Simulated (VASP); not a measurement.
# TiC (Fm-3m) in VASP: notebook, part 2 of 2

VASP 6.6.1. The steps go on from the part before.

## Step 3: Vibrations by perturbation theory, PBE

This run uses another cell than the first one, of 10.17 Å³/atom.

Input file INCAR:

```
ALGO     = Normal         # electronic algorithm
EDIFF    = 1E-8           # SCF threshold, eV
ENCUT    = 520            # plane-wave cutoff, eV
GGA      = PE             # functional
IBRION   = 8              # ionic algorithm
ISIF     = 2              # what is computed and relaxed
ISMEAR   = -1             # smearing method
LASPH    = True           # aspherical terms in the spheres
LCHARG   = False          # write CHGCAR
LREAL    = False          # projectors in reciprocal space
LWAVE    = False          # write WAVECAR
NBANDS   = 15             # bands
NELM     = 60             # most SCF steps
NSW      = 1              # ionic steps
PREC     = Accurate       # precision mode
SIGMA    = 0.15           # smearing width, eV
```

Input file KPOINTS:

```
k-points
0
Gamma
  16 16 16
```

Input file POSCAR:

```
TiC
1.0
    0.0000000000      2.1666605865      2.1666605865
    2.1666605865      0.0000000000      2.1666605865
    2.1666605865      2.1666605865      0.0000000000
Ti C
1 1
Direct
    0.0000000000      0.0000000000      0.0000000000
    0.5000000000      0.5000000000      0.5000000000
```

Potentials or basis: VASP PAW PBE potentials, release 64 (Ti_sv, C).

On the command line:

```sh
cat potpaw_PBE.64/Ti_sv/POTCAR potpaw_PBE.64/C/POTCAR > POTCAR
mpirun -np 1 vasp_std > vasp.out
```

OUTCAR:

```text
EDIFF = 1E-8
   ENCUT = 520
   GGA = PE
   IBRION = 8
   ISIF = 2
   ISMEAR = -1
   LASPH = True
   LREAL = False
   NELM = 60
   NSW = 1
   PREC = Accurate

 ion  position               nearest neighbor table
   1  0.000  0.000  0.000-   2 2.17   2 2.17   2 2.17   2 2.17   2 2.17   2 2.17
   2  0.500  0.500  0.500-   1 2.17   1 2.17   1 2.17   1 2.17   1 2.17   1 2.17

  LATTYP: Found a face centered cubic cell.
 ALAT       =     4.3333211730

  Lattice vectors:

 A1 = (   0.0000000000,   2.1666605865,   2.1666605865)
 A2 = (   2.1666605865,   0.0000000000,   2.1666605865)
 A3 = (   2.1666605865,   2.1666605865,   0.0000000000)

Analysis of symmetry for initial positions (statically):
=====================================================================
 Subroutine PRICEL returns:
 Original cell was already a primitive cell.

 Routine SETGRP: Setting up the symmetry group for a
 face centered cubic supercell.

 Subroutine GETGRP returns: Found 48 space group operations
 (whereof 48 operations were pure point group operations)
 out of a pool of 48 trial point group operations.

The static configuration has the point symmetry O_h .

Analysis of symmetry for dynamics (positions and initial velocities):
=====================================================================
 Subroutine PRICEL returns:
 Original cell was already a primitive cell.

 Routine SETGRP: Setting up the symmetry group for a
 face centered cubic supercell.

 Subroutine GETGRP returns: Found 48 space group operations
 (whereof 48 operations were pure point group operations)
 out of a pool of 48 trial point group operations.

The dynamic configuration has the point symmetry O_h .

 Subroutine INISYM returns: Found 48 space group operations
 (whereof 48 operations are pure point group operations),
 and found     1 'primitive' translations

----------------------------------------------------------------------------------------

                                     Primitive cell

  volume of cell :      20.3424

  direct lattice vectors                    reciprocal lattice vectors
     0.000000000  2.166660586  2.166660586    -0.230769878  0.230769878  0.230769878
     2.166660586  0.000000000  2.166660586     0.230769878 -0.230769878  0.230769878
     2.166660586  2.166660586  0.000000000     0.230769878  0.230769878 -0.230769878

  length of vectors
     3.064120786  3.064120786  3.064120786     0.399705154  0.399705154  0.399705154

  position of ions in fractional coordinates (direct lattice)
     0.000000000  0.000000000  0.000000000
     0.500000000  0.500000000  0.500000000

  ion indices of the primitive-cell ions
   primitive index   ion index
                 1           1
                 2           2

[... 545 lines left out ...]
      3     -23.2309      2.00000
      4     -23.2192      2.00000
      5      -2.7623      2.00000
      6       9.1796      1.61198
      7       9.3651      1.09342
      8       9.3731      1.06705
      9      10.2020      0.00906
     10      10.7755      0.00020
     11      11.6601      0.00000
     12      12.2164      0.00000
     13      13.0773      0.00000
     14      20.2666      0.00000
     15      23.4919      0.00000

 [... further k-points ...]

------------------------ aborting loop because EDIFF is reached ----------------------------------------

  FORCE on cell =-STRESS in cart. coord.  units (eV):
  Direction    XX          YY          ZZ          XY          YZ          ZX
  --------------------------------------------------------------------------------------
  -------------------------------------------------------------------------------------
  Total        0.0292627      0.0292627      0.0292627      0.0000000      0.0000000      0.0000000
  in kB        2.3047454      2.3047454      2.3047454      0.0000000      0.0000000      0.0000000
  external PRESSURE =       2.3047454 kB  Pullay stress =       0.0000000 kB

 VOLUME and BASIS-vectors are now :
 -----------------------------------------------------------------------------
  energy-cutoff  :      520.00
  volume of cell :       20.34
      direct lattice vectors                 reciprocal lattice vectors
     0.000000000  2.166660586  2.166660586    -0.230769878  0.230769878  0.230769878
     2.166660586  0.000000000  2.166660586     0.230769878 -0.230769878  0.230769878
     2.166660586  2.166660586  0.000000000     0.230769878  0.230769878 -0.230769878

 POSITION                                       TOTAL-FORCE (eV/Angst)
 -----------------------------------------------------------------------------------
      0.00000      0.00000      0.00000         0.000000     -0.000000     -0.000000
      2.16666      2.16666      2.16666        -0.000000      0.000000      0.000000
 -----------------------------------------------------------------------------------
    total drift:                                0.000000     -0.000000     -0.000000

  FREE ENERGIE OF THE ION-ELECTRON SYSTEM (eV)
  ---------------------------------------------------
  free  energy   TOTEN  =       -18.7208772328 eV

  energy  without entropy=      -18.6959195941  energy(sigma->0) =      -18.70839841

[... ionic steps 2 to 3 ...]

--------------------------------------- Ionic step        4  -------------------------------------------

------------------------ aborting loop because EDIFF is reached ----------------------------------------

[... ionic steps 5 to 6 ...]

--------------------------------------- Ionic step        7  -------------------------------------------

 Free energy of the ion-electron system (eV)
  ---------------------------------------------------
  ---------------------------------------------------
  free energy    TOTEN  =        -0.11882922 eV

  energy without entropy =       -0.11882922

------------------------ aborting loop because EDIFF is reached ----------------------------------------

 INTERNAL STRAIN TENSOR  FOR ION    2  DIRECTION 1   (eV/Angst):
 -----------------------------------------------------------------------------
    -0.01100  0.00000 -0.00000
    -0.00000  0.00435  0.00000
     0.00000  0.00000  0.00435

 INTERNAL STRAIN TENSOR FOR ION    2 for displacements in x,y,z  (eV/Angst):
          X           Y           Z          XY          YZ          ZX
  --------------------------------------------------------------------------------
  x     0.00000     0.00000     0.00000     0.00000     0.00000     0.00000
  y     0.00000     0.00000     0.00000     0.00000     0.00000     0.00000
  z     0.00000     0.00000     0.00000     0.00000     0.00000     0.00000

 SECOND DERIVATIVES (NOT SYMMETRIZED)
 ------------------------------------
               1X          1Y          1Z          2X          2Y          2Z
  1X    -9.371359    0.000000    0.000000    9.371359    0.000000    0.000000
  1Y     0.000000   -9.371359    0.000000    0.000000    9.371359    0.000000
  1Z     0.000000    0.000000   -9.371359    0.000000    0.000000    9.371359
  2X     9.363135    0.000000    0.000000   -9.363135    0.000000    0.000000
  2Y     0.000000    9.363135    0.000000    0.000000   -9.363135    0.000000
  2Z     0.000000    0.000000    9.363135    0.000000    0.000000   -9.363135

 Eigenvectors and eigenvalues of the dynamical matrix
 ----------------------------------------------------

   1 f  =   15.438808 THz    97.004889 2PiTHz  514.983187 cm-1    63.849749 meV
             X         Y         Z           dx          dy          dz
      0.000000  0.000000  0.000000    -0.447983    0.000000    0.000000
      2.166661  2.166661  2.166661     0.894042    0.000000    0.000000
[... 21 lines left out ...]
   6 f/i=    0.002714 THz     0.017054 2PiTHz    0.090538 cm-1     0.011225 meV
             X         Y         Z           dx          dy          dz
      0.000000  0.000000  0.000000     0.000000    0.000000    0.894042
      2.166661  2.166661  2.166661     0.000000    0.000000    0.447983

--------------------------------------------------------------------------------------------------------

 ELASTIC MODULI CONTR FROM IONIC RELAXATION (kBar)
 Direction    XX          YY          ZZ          XY          YZ          ZX
 --------------------------------------------------------------------------------
 XX           0.0000      0.0000      0.0000      0.0000      0.0000      0.0000
 YY           0.0000      0.0000      0.0000      0.0000      0.0000      0.0000
 ZZ           0.0000      0.0000      0.0000      0.0000      0.0000      0.0000
 XY           0.0000      0.0000      0.0000      0.0000      0.0000      0.0000
 YZ           0.0000      0.0000      0.0000      0.0000      0.0000      0.0000
 ZX           0.0000      0.0000      0.0000      0.0000      0.0000      0.0000
 --------------------------------------------------------------------------------
```

It took 6.9 min on 1 thread of Intel Xeon 8259CL, shared host; peak memory 0.37 GiB.

What came out:

* Highest phonon frequency at Γ: 515 cm⁻¹

Phonon frequencies in cm⁻¹ (negative: imaginary):
| q point | frequencies |
| --- | --- |
| (0.000, 0.000, 0.000) | 0 0 0 515 515 515 |

## Step 4: Vibrations by perturbation theory, PBE (10.37 Å³/atom)

This run uses another cell than the first one, of 10.37 Å³/atom.

Input file INCAR:

```
ALGO = Normal
EDIFF = 1E-8
ENCUT = 520
GGA = PE
IBRION = 8
ISIF = 2
ISMEAR = -1
LASPH = T
LCHARG = F
LREAL = F
LWAVE = F
NBANDS = 15
NELM = 100
NSW = 1
PREC = Accurate
SIGMA = 0.15
```

KPOINTS is that of step 3.

Input file POSCAR:

```
TiC
1.0
    0.0000000000      2.1810097503      2.1810097503
    2.1810097503      0.0000000000      2.1810097503
    2.1810097503      2.1810097503      0.0000000000
Ti C
1 1
Direct
    0.0000000000      0.0000000000      0.0000000000
    0.5000000000      0.5000000000      0.5000000000
```

Potentials or basis: VASP PAW PBE potentials, release 64 (Ti_sv, C).

On the command line:

```sh
cat potpaw_PBE.64/Ti_sv/POTCAR potpaw_PBE.64/C/POTCAR > POTCAR
mpirun -np 1 vasp_std > vasp.out
```

OUTCAR:

```text
EDIFF = 1E-8
   ENCUT = 520
   GGA = PE
   IBRION = 8
   ISIF = 2
   ISMEAR = -1
   LASPH = T
   LREAL = F
   NELM = 100
   NSW = 1
   PREC = Accurate

 ion  position               nearest neighbor table
   1  0.000  0.000  0.000-   2 2.18   2 2.18   2 2.18   2 2.18   2 2.18   2 2.18
   2  0.500  0.500  0.500-   1 2.18   1 2.18   1 2.18   1 2.18   1 2.18   1 2.18

  LATTYP: Found a face centered cubic cell.
 ALAT       =     4.3620195006

  Lattice vectors:

 A1 = (   0.0000000000,   2.1810097503,   2.1810097503)
 A2 = (   2.1810097503,   0.0000000000,   2.1810097503)
 A3 = (   2.1810097503,   2.1810097503,   0.0000000000)

Analysis of symmetry for initial positions (statically):
=====================================================================
 Subroutine PRICEL returns:
 Original cell was already a primitive cell.

 Routine SETGRP: Setting up the symmetry group for a
 face centered cubic supercell.

 Subroutine GETGRP returns: Found 48 space group operations
[... 658 lines left out ...]
 INTERNAL STRAIN TENSOR  FOR ION    2  DIRECTION 1   (eV/Angst):
 -----------------------------------------------------------------------------
    -0.01081  0.00000  0.00000
    -0.00000  0.00500  0.00000
     0.00000  0.00000  0.00500

 INTERNAL STRAIN TENSOR FOR ION    2 for displacements in x,y,z  (eV/Angst):
          X           Y           Z          XY          YZ          ZX
  --------------------------------------------------------------------------------
  x     0.00000     0.00000     0.00000     0.00000     0.00000     0.00000
  y     0.00000     0.00000     0.00000     0.00000     0.00000     0.00000
  z     0.00000     0.00000     0.00000     0.00000     0.00000     0.00000

 SECOND DERIVATIVES (NOT SYMMETRIZED)
 ------------------------------------
               1X          1Y          1Z          2X          2Y          2Z
  1X    -8.663112    0.000000    0.000000    8.663112    0.000000    0.000000
  1Y     0.000000   -8.663112    0.000000    0.000000    8.663112    0.000000
  1Z     0.000000    0.000000   -8.663112    0.000000    0.000000    8.663112
  2X     8.669672    0.000000    0.000000   -8.669672    0.000000    0.000000
  2Y     0.000000    8.669672    0.000000    0.000000   -8.669672    0.000000
  2Z     0.000000    0.000000    8.669672    0.000000    0.000000   -8.669672

 Eigenvectors and eigenvalues of the dynamical matrix
 ----------------------------------------------------

   1 f  =   14.853652 THz    93.328247 2PiTHz  495.464493 cm-1    61.429740 meV
             X         Y         Z           dx          dy          dz
      0.000000  0.000000  0.000000     0.000000    0.447690    0.000000
      2.181010  2.181010  2.181010     0.000000   -0.894189    0.000000
[... 21 lines left out ...]
   6 f/i=    0.002251 THz     0.014141 2PiTHz    0.075071 cm-1     0.009308 meV
             X         Y         Z           dx          dy          dz
      0.000000  0.000000  0.000000     0.000000    0.000000    0.894189
      2.181010  2.181010  2.181010     0.000000    0.000000    0.447690

--------------------------------------------------------------------------------------------------------

 ELASTIC MODULI CONTR FROM IONIC RELAXATION (kBar)
 Direction    XX          YY          ZZ          XY          YZ          ZX
 --------------------------------------------------------------------------------
 XX           0.0000      0.0000      0.0000      0.0000      0.0000      0.0000
 YY           0.0000      0.0000      0.0000      0.0000      0.0000      0.0000
 ZZ           0.0000      0.0000      0.0000      0.0000      0.0000      0.0000
 XY           0.0000      0.0000      0.0000      0.0000      0.0000      0.0000
 YZ           0.0000      0.0000      0.0000      0.0000      0.0000      0.0000
 ZX           0.0000      0.0000      0.0000      0.0000      0.0000      0.0000
 --------------------------------------------------------------------------------
```

It took 7.1 min on 1 thread of Intel Xeon 8259CL, shared host; peak memory 0.37 GiB.

What came out:

```
Highest phonon frequency at Γ : 495 cm⁻¹
```

Phonon frequencies in cm⁻¹ (negative: imaginary):
| q point | frequencies |
| --- | --- |
| (0.000, 0.000, 0.000) | 0 0 0 495 495 495 |

Caveat: the cell stands under pressure or tension, which shifts response properties.

## Step 5: Elastic constants, PBE

Input file INCAR:

```
PREC = Accurate
ENCUT = 600
EDIFF = 1E-8
ISMEAR = -1
SIGMA = 0.15
LREAL = False
LASPH = True
NELM = 60
ALGO = Normal
ISIF = 3
LWAVE = False
LCHARG = False
GGA = PE
IBRION = 6
NFREE = 2
POTIM = 0.015
NSW = 1
```

Input file KPOINTS:

```
regular mesh
0
Gamma
  16 16 16
```

Input file POSCAR:

```
TiC
1.0
    0.0000000000      2.1528412076      2.1528412076
    2.1528412076      0.0000000000      2.1528412076
    2.1528412076      2.1528412076      0.0000000000
Ti C
1 1
Direct
    0.0000000000      0.0000000000      0.0000000000
    0.5000000000      0.5000000000      0.5000000000
```

On the command line:

```sh
cat potpaw_PBE.64/Ti_sv/POTCAR potpaw_PBE.64/C/POTCAR > POTCAR
mpirun -np 1 vasp_std > vasp.out
```

Run time: 12 min. Hardware: 1 thread of Intel Xeon 6975P-C (Granite Rapids), shared host; peak memory 0.66 GiB.

It converged, with:

- Elastic constants C11, C12, C44: 549, 121, 172 GPa
- Voigt bulk modulus: 264 GPa
- Highest phonon frequency at Γ: 533 cm⁻¹

Phonon frequencies in cm⁻¹ (negative: imaginary):
| q point | frequencies |
| --- | --- |
| (0.000, 0.000, 0.000) | 0 0 0 533 533 533 |

Elastic tensor in Voigt notation (GPa, in the Cartesian axes of the cell as first typed):
```
549 121 121   0   0   0
121 549 121   0   0   0
121 121 549   0   0   0
  0   0   0 172   0   0
  0   0   0   0 172   0
  0   0   0   0   0 172
```

Clamped-ion elastic tensor (GPa):
```
549 121 121   0   0   0
121 549 121   0   0   0
121 121 549   0   0   0
  0   0   0 172   0   0
  0   0   0   0 172   0
  0   0   0   0   0 172
```

Caveat: the cell is under stress, which shifts elastic constants.
